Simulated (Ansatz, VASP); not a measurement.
# Two plane-wave programs on BeS

File POSCAR:

```
BeS
1.0
    0.0000000000      2.3288836829      2.3073523921
    2.3288836829      0.0000000000      2.3073523921
    2.3288836829      2.3288836829      0.0000000000
Be S
1 1
Direct
    0.0000000000      0.0000000000      0.0000000000
    0.5000000000      0.5000000000      0.5000000000
```

File INCAR.step1:

```
SYSTEM = BeS
  PREC = Accurate
  ENCUT = 520
  ISMEAR = 0
  SIGMA = 0.01
  LREAL = .False.
  LASPH = .True.
  NELM = 60
  NBANDS = 11
  GGA = PE
  ALGO = Normal
  EDIFF = 1E-4
  LWAVE = .True.
  LCHARG = .False.
```

File INCAR.step2:

```
SYSTEM = BeS
  PREC = Accurate
  ENCUT = 520
  EDIFF = 1E-6
  ISMEAR = 0
  SIGMA = 0.01
  LREAL = .False.
  LASPH = .True.
  NELM = 60
  ALGO = Normal
  ISIF = 2
  LWAVE = .False.
  LCHARG = .False.
  METAGGA = R2SCAN
  LMIXTAU = .True.
  NBANDS = 11
  ISTART = 1
```

Contents of KPOINTS:

```
regular mesh
0
Gamma
  10 10 10
  0 0 0
```

Input for Ansatz:

```yaml
crystal:
  lattice:
    - [0.0, 2.3288836829, 2.3073523921]
    - [2.3288836829, 0.0, 2.3073523921]
    - [2.3288836829, 2.3288836829, 0.0]
  atoms:
    - { symbol: Be, position: [0.0, 0.0, 0.0] }
    - { symbol: S, position: [0.5, 0.5, 0.5] }
kpoints:
  mp_grid: { grid: [10, 10, 10] }
  band_path:
    path:
      - [0.0, 0.0, 0.0]
      - [0.5, 0.0, 0.5]
      - [0.625, 0.25, 0.625]
      - [0.375, 0.375, 0.75]
      - [0.5, 0.5, 0.5]
      - [0.5, 0.25, 0.75]
      - [0.145833, 0.145833, 0.291667]
      - [0.5, 0.5, 0.0]
    npoints: 1
hamiltonian:
  xc: r2scan
scf:
  occupations: { method: fixed }
  n_extra_bands: 4
output:
  forces: true
  stress: true
  eigenvalues: true
  write_density: true
  write_potential: true
  elf: true
  volumetric_format: npy
```

Change from the starting cell: epitaxial_xy strain +0.5%.

Alike in both runs: task single point; functional r2SCAN; k mesh 10 × 10 × 10; no spin polarisation.

|  | VASP | Ansatz |
| --- | --- | --- |
| version | VASP 6.6.1 | Ansatz 0.2.0 |
| potentials or method | VASP PAW PBE potentials, release 64 (Be, S) | plane waves, PAW |
| plane-wave cutoff (eV) | 520 | 500 |
| occupations | gaussian, width 0.01 eV | fixed |
| valence electrons in the cell | 8 | 8 |

|  | VASP | Ansatz | Ansatz less VASP |
| --- | --- | --- | --- |
| gap on the k mesh at the Fermi level (eV) | 1.32 | 1.32 | +0.002 |
| pressure (GPa) | -0.7 | -0.6 | +0.12 |
| traceless stress, the component that is largest in VASP (GPa) | 0.55 | 0.56 | +0.015 |

VASP's potentials were made for PBE, not for r2SCAN.
